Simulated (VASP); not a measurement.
# Al16NO22 (a cell with a defect): single point with r2SCAN+D3(BJ)

Al16NO22 (a cell with a defect):

```
CELL_PARAMETERS angstrom
-4.74060 -2.73699 4.31087
4.74060 -2.73699 4.31087
0.00000 5.47397 4.31087
ATOMIC_POSITIONS crystal
Al 0.32149 0.36407 0.34007
Al 0.12917 0.14157 0.14979
Al 0.64464 0.64696 0.64873
Al 0.85580 0.84298 0.85356
Al 0.84804 0.85911 0.35597
Al 0.64360 0.65002 0.15027
Al 0.14810 0.14936 0.64997
Al 0.35264 0.35261 0.85720
Al 0.85694 0.35953 0.85631
Al 0.66093 0.13794 0.67488
Al 0.14500 0.66037 0.14354
Al 0.34870 0.85460 0.35381
Al 0.35264 0.85234 0.85043
Al 0.15064 0.65015 0.64693
Al 0.65667 0.13785 0.13424
Al 0.86868 0.35958 0.34849
O 0.59577 0.39719 0.74338
O 0.74243 0.58797 0.40554
O 0.40174 0.75133 0.59701
O 0.40006 0.59767 0.25212
O 0.25137 0.40357 0.59218
O 0.09775 0.90492 0.75004
O 0.25532 0.10526 0.40436
O 0.89983 0.25633 0.60152
O 0.74520 0.90081 0.60147
O 0.09461 0.75214 0.40371
O 0.09589 0.41409 0.23730
O 0.25037 0.59815 0.90249
O 0.89906 0.75145 0.09982
O 0.90466 0.59846 0.74986
O 0.74144 0.40852 0.09630
O 0.10112 0.25196 0.90365
O 0.58927 0.90307 0.25226
O 0.76121 0.09170 0.90261
O 0.41238 0.25146 0.10719
O 0.40867 0.09873 0.75015
O 0.24676 0.90627 0.09621
O 0.59540 0.74895 0.90386
N 0.87911 0.11055 0.26819
```

```
Program             : VASP 6.6.1
Task                : single point
Functional          : r2SCAN
Dispersion          : D3(BJ)
Potentials or basis : VASP PAW PBE potentials, release 64 (Al, O, N)
Cutoff              : 520 eV
k mesh              : 2 × 2 × 2
Occupations         : fermi-dirac, width 0.02 eV
Spin                : no spin polarisation
```

```
Largest force              : 0.035 eV/Å
Dispersion energy per atom : -0.114 eV
```

Forces on the atoms (eV/Å):
```
Al   0.011  0.000 -0.018
Al   0.000 -0.003  0.014
Al  -0.001 -0.001  0.001
Al   0.008 -0.009  0.008
Al  -0.006  0.003 -0.011
Al   0.004 -0.002  0.012
Al   0.003  0.012  0.002
Al   0.011  0.009 -0.008
Al  -0.013 -0.001 -0.007
Al  -0.011 -0.005  0.006
Al   0.000  0.007 -0.013
Al   0.007  0.003  0.002
Al   0.002  0.004 -0.003
Al   0.002 -0.001  0.002
Al  -0.004 -0.004 -0.020
Al   0.009 -0.008  0.009
O   -0.002 -0.007 -0.004
O    0.013 -0.004  0.001
O    0.005  0.000 -0.002
O   -0.002 -0.010  0.013
O   -0.009  0.009  0.016
O   -0.004 -0.002  0.001
O   -0.007 -0.011  0.003
O    0.007 -0.019  0.002
O   -0.012 -0.007 -0.019
O    0.008  0.001 -0.001
O   -0.001  0.018 -0.010
O    0.001 -0.004  0.004
O    0.006  0.013 -0.002
O   -0.001 -0.002  0.001
O   -0.006  0.009 -0.002
O   -0.007 -0.011  0.001
O   -0.007 -0.010  0.009
O    0.008  0.014  0.003
O    0.001  0.007  0.006
O    0.013 -0.004 -0.008
O    0.003  0.002  0.001
O   -0.001  0.000 -0.001
N   -0.029  0.015  0.012
```

Levels at points of the mesh, in eV from the Fermi level:
| k point | band 89 | band 90 | band 91 | band 92 | band 93 | band 94 | band 95 | band 96 |
| --- | --- | --- | --- | --- | --- | --- | --- | --- |
| (0.00, 0.00, 0.00) | -1.92 | -1.63 | -1.32 | -0.56 | 2.17 | 6.19 | 6.56 | 7.51 |
| (0.50, 0.00, 0.00) | -1.98 | -1.85 | -1.39 | -0.57 | 2.56 | 6.13 | 6.87 | 7.46 |
| (0.00, 0.50, 0.00) | -1.98 | -1.71 | -1.57 | -0.60 | 2.41 | 6.36 | 6.93 | 7.46 |
| (0.00, 0.00, 0.50) | -2.04 | -1.61 | -1.38 | -0.64 | 2.50 | 6.05 | 7.07 | 7.53 |
| (0.50, 0.50, 0.00) | -2.03 | -1.69 | -1.44 | -0.57 | 2.58 | 6.35 | 6.98 | 7.63 |
| (0.50, 0.00, 0.50) | -2.01 | -1.73 | -1.39 | -0.62 | 2.63 | 6.24 | 7.13 | 7.79 |
| (0.00, 0.50, 0.50) | -2.04 | -1.68 | -1.49 | -0.57 | 2.56 | 6.28 | 7.15 | 7.39 |
| (0.50, 0.50, 0.50) | -2.00 | -1.69 | -1.44 | -0.55 | 2.61 | 6.35 | 7.27 | 7.52 |

It took 40 min on 1 thread of Intel Xeon 8259CL, on a shared host, peak memory 0.56 GiB.

Caveat: the k points lie up to 0.45 Å⁻¹ apart; the cell carries a net charge on a neutralising background, which shifts energy and pressure; the cell is charged against a uniform background, so pressure and absolute levels hang on convention; the PAW data sets were made with another functional, which shifts forces and pressure a little.
